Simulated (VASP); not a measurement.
Runs of VASP 6.6.1 on K. The structure is that of space group Fm-3m (No. 225), or close to it. The cells are those of the table. This isn't the form of K at room conditions, which is bcc.

| level | cell | gap on the mesh (eV) | pressure (GPa) |
| --- | --- | --- | --- |
| r2SCAN | a = 4.797 Å, angles 60.0°, 1 atom | none | -0.1 |
| r2SCAN | a = 4.860 Å, angles 60.0°, 1 atom | none | -0.2 |
| r2SCAN | a = 4.732 Å, angles 60.0°, 1 atom | none | 0.1 |
| PBEsol+D4 | a = 4.860 Å, angles 60.0°, 1 atom | none | (a) |

Alike in all rows: task electric field gradients; potentials or basis VASP PAW PBE potentials, release 64 (K_sv); no spin polarisation; k mesh 11 × 11 × 11; cutoff (eV) 520; smearing fermi-dirac 0.05 eV.

Question: Estimate the missing entries.

Answer: (a) -0.5.

Caveats: the PAW data sets were made with another functional, which shifts forces and pressure a little.

A gap of «none» marks levels without a gap at the run's occupations.
